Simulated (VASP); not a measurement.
Write the native input for VASP 6.6.1 that does the following.

| Quantity | Value |
| --- | --- |
| Task | single point |
| Functional | PBE0 |
| Potentials or basis | VASP PAW PBE potentials, release 64 (Ba_sv, S) |
| Cutoff | 520 eV |
| k mesh | 4 × 4 × 4 |
| Occupations | fermi-dirac, width 0.05 eV |
| Spin | no spin polarisation |
| Dipole correction | no |
| Grid for exact exchange (PRECFOCK) | Normal |
| Further INCAR settings | ALGO = Normal; EDIFF = 1e-06; NBANDS = 15 |
| Share of exact exchange | 0.25 |

Crystal: BaS.

```
CELL_PARAMETERS angstrom
0.00000 3.23578 3.23578
3.23578 0.00000 3.23578
3.23578 3.23578 0.00000
ATOMIC_POSITIONS crystal
Ba 0.00000 0.00000 0.00000
S 0.50000 0.50000 0.50000
```

One way to write it, as run:

POSCAR

```
BaS
1.0
    0.0000000000      3.2357778460      3.2357778460
    3.2357778460      0.0000000000      3.2357778460
    3.2357778460      3.2357778460      0.0000000000
Ba S
1 1
Direct
    0.0000000000      0.0000000000      0.0000000000
    0.5000000000      0.5000000000      0.5000000000
```

INCAR.step1

```
SYSTEM = BaS
PREC     = Accurate       ! precision mode
ENCUT    = 520            ! plane-wave cutoff, eV
EDIFF    = 1E-5           ! SCF threshold, eV
ISMEAR   = -1             ! smearing method
SIGMA    = 0.05           ! smearing width, eV
LREAL    = .FALSE.        ! projectors in reciprocal space
LASPH    = .TRUE.         ! aspherical terms in the spheres
NELM     = 80             ! most SCF steps
ALGO     = Normal         ! electronic algorithm
ISIF     = 2              ! what is computed and relaxed
LWAVE    = .TRUE.         ! write WAVECAR
LCHARG   = .FALSE.        ! write CHGCAR
GGA      = PE             ! functional
NBANDS   = 15             ! bands
```

INCAR.step2

```
SYSTEM = BaS
PREC     = Accurate       ! precision mode
ENCUT    = 520            ! plane-wave cutoff, eV
EDIFF    = 1E-6           ! SCF threshold, eV
ISMEAR   = -1             ! smearing method
SIGMA    = 0.05           ! smearing width, eV
LREAL    = .FALSE.        ! projectors in reciprocal space
LASPH    = .TRUE.         ! aspherical terms in the spheres
NELM     = 80             ! most SCF steps
ALGO     = Normal         ! electronic algorithm
ISIF     = 2              ! what is computed and relaxed
LWAVE    = .FALSE.        ! write WAVECAR
LCHARG   = .FALSE.        ! write CHGCAR
GGA      = PE             ! functional
LHFCALC  = .TRUE.         ! exact exchange
AEXX     = 0.25           ! exact-exchange fraction
PRECFOCK = Normal       
ISTART   = 1            
NBANDS   = 15             ! bands
```

KPOINTS

```
Automatic mesh
0
G
  4 4 4
  0 0 0
```

Potentials or basis: VASP PAW PBE potentials, release 64 (Ba_sv, S).

Run with:

```console
$ cat potpaw_PBE.64/Ba_sv/POTCAR potpaw_PBE.64/S/POTCAR > POTCAR
$ cp INCAR.step1 INCAR
$ mpirun -np 1 vasp_std > vasp.out
$ cp INCAR.step2 INCAR
$ mpirun -np 1 vasp_std > vasp.out
```

Results of the run:

```json
{"Pressure": "-0.8 GPa", "Band gap on the k mesh": "3.80 eV (least direct gap 3.98 eV)"}
```

Caveat: the k points lie up to 0.42 Å⁻¹ apart; the PAW data sets were made with another functional, which shifts forces and pressure a little; spin-orbit coupling is left out, which moves the levels of the heavy elements.

Run time: 11 min on 1 thread of AMD EPYC 7R13 Processor (Zen 3), on a shared host, peak memory 0.18 GiB.
